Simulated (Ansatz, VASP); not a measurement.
Two plane-wave programs on Mg

File INCAR:

```
ALGO     = Fast           # electronic algorithm
EDIFF    = 1E-6           # SCF threshold, eV
ENCUT    = 520            # plane-wave cutoff, eV
GGA      = RP             # functional
ISIF     = 2              # what is computed and relaxed
ISMEAR   = 1              # smearing method
ISPIN    = 2              # spin polarisation
LASPH    = T              # aspherical terms in the spheres
LCHARG   = F              # write CHGCAR
LORBIT   = 11             # projections on sites
LREAL    = F              # projectors in reciprocal space
LWAVE    = F              # write WAVECAR
MAGMOM   = 1              # initial moments
NBANDS   = 11             # bands
NELM     = 150            # most SCF steps
PREC     = Accurate       # precision mode
SIGMA    = 0.1            # smearing width, eV
```

The input KPOINTS:

```
k-points
0
Gamma
  11 11 11
```

File POSCAR:

```
Mg
1.0
   -1.8359916300      1.8359916300      1.6794040200
    1.8359916300     -1.8359916300      1.6794040200
    1.8359916300      1.8359916300     -1.6794040200
Mg
1
Direct
    0.0000000000      0.0000000000      0.0000000000
```

Contents of input.yaml:

```yaml
crystal:
  lattice:
    - [-1.83599163, 1.83599163, 1.67940402]
    - [1.83599163, -1.83599163, 1.67940402]
    - [1.83599163, 1.83599163, -1.67940402]
  atoms:
    - { symbol: Mg, position: [0.0, 0.0, 0.0], spin: 1.0 }
hamiltonian:
  xc: rpbe
  pseudopotentials: { kind: nc, source: spms }
kpoints:
  mp_grid: { grid: [11, 11, 11] }
scf:
  occupations: { method: methfessel_paxton, width: 0.1 }
  lower_state_search: "off"
output:
  forces: true
  stress: true
  eigenvalues: true
magnetization:
  spin_polarized: true
```

Alike in both runs: task single point; functional RPBE; k mesh 11 × 11 × 11; occupations methfessel-paxton of order 1, width 0.1 eV; collinear spin.

```csv
,VASP,Ansatz
version,VASP 6.6.1,Ansatz 0.2.0
potentials or method,"VASP PAW PBE potentials, release 64 (Mg)",SPMS NC
plane-wave cutoff (eV),520,762
valence electrons in the cell,2,10
```

|  | VASP | Ansatz | Ansatz less VASP |
| --- | --- | --- | --- |
| gap on the k mesh at the Fermi level (eV) | none | none | - |
| pressure (GPa) | 1.6 | 1.7 | +0.13 |
| traceless stress, the component that is largest in VASP (GPa) | 0.49 | 0.52 | +0.030 |
| net moment per atom (μB) | 0.00 | 0.00 | 0.000 |

VASP's potentials were made for PBE, not for RPBE. A gap of «none» marks a metal or a gap that the smearing closes. VASP's potentials hold 2 valence electrons a cell and Ansatz's 10, so a difference there can come from the potentials and not from the codes.

Noted on Ansatz's run: the potentials were made for another functional, which shifts forces and pressure.
